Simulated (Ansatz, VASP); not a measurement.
Two plane-wave programs on KI

POSCAR

```
KI
1.0
    0.0000000000      3.5327750000      3.5327750000
    3.5327750000      0.0000000000      3.5327750000
    3.5327750000      3.5327750000      0.0000000000
K I
1 1
Direct
    0.0000000000      0.0000000000      0.0000000000
    0.5000000000      0.5000000000      0.5000000000
```

INCAR.step1

```
SYSTEM = KI
  ALGO = Normal
  EDIFF = 1E-5
  ENCUT = 440
  GGA = PE
  GGA_COMPAT = .False.
  ISMEAR = -1
  LASPH = .True.
  LCHARG = .False.
  LREAL = .False.
  LWAVE = .True.
  NBANDS = 15
  NELM = 120
  PREC = Accurate
  SIGMA = 0.02
```

Contents of INCAR.step2:

```
SYSTEM = KI
  ALGO = Normal
  EDIFF = 1E-8
  ENCUT = 440
  GGA_COMPAT = .False.
  ISIF = 2
  ISMEAR = -1
  ISTART = 1
  LASPH = .True.
  LCHARG = .False.
  LEFG = .True.
  LMIXTAU = .True.
  LREAL = .False.
  LWAVE = .False.
  METAGGA = R2SCAN
  NBANDS = 15
  NELM = 120
  PREC = Accurate
  SIGMA = 0.02
```

KPOINTS

```
k-points
0
Gamma
  7 7 7
  0 0 0
```

Input for Ansatz:

```yaml
crystal:
  lattice:
    - [0.0, 3.532775, 3.532775]
    - [3.532775, 0.0, 3.532775]
    - [3.532775, 3.532775, 0.0]
  atoms:
    - { symbol: K, position: [0.0, 0.0, 0.0] }
    - { symbol: I, position: [0.5, 0.5, 0.5] }
kpoints:
  mp_grid: { grid: [7, 7, 7] }
scf:
  occupations: { method: fermi_dirac, width: 0.02 }
hamiltonian:
  xc: r2scan
  pseudopotentials: { kind: paw, frozen_core: stored, azcp: { folder: soft_1 } }
output:
  forces: true
  stress: true
  populations: true
  efg:
    quadrupole_moments_barn: { K: 0.0603, I: -0.68822 }
    contact_densities: true
```

Alike in both runs: task electric field gradients; functional r2SCAN; k mesh 7 × 7 × 7; occupations fermi-dirac, width 0.02 eV; no spin polarisation.

```csv
,VASP,Ansatz
version,VASP 6.6.1,Ansatz 0.2.0
potentials or method,"VASP PAW PBE potentials, release 64 (K_sv, I)","plane-wave PAW, scalar-relativistic"
plane-wave cutoff (eV),440,500
valence electrons in the cell,16,26
```

Ansatz gave:

```
gap on the k mesh at the Fermi level (eV) : 4.61
pressure (GPa)                            : 0.1
```

Task: Estimate VASP's values.

Result: gap on the k mesh at the Fermi level (eV): 4.61; pressure (GPa): 0.2.

VASP's potentials were made for PBE, not for r2SCAN. VASP's potentials hold 16 valence electrons a cell and Ansatz's 26, so a difference there can come from the potentials and not from the codes.

Spin-orbit coupling is off throughout.
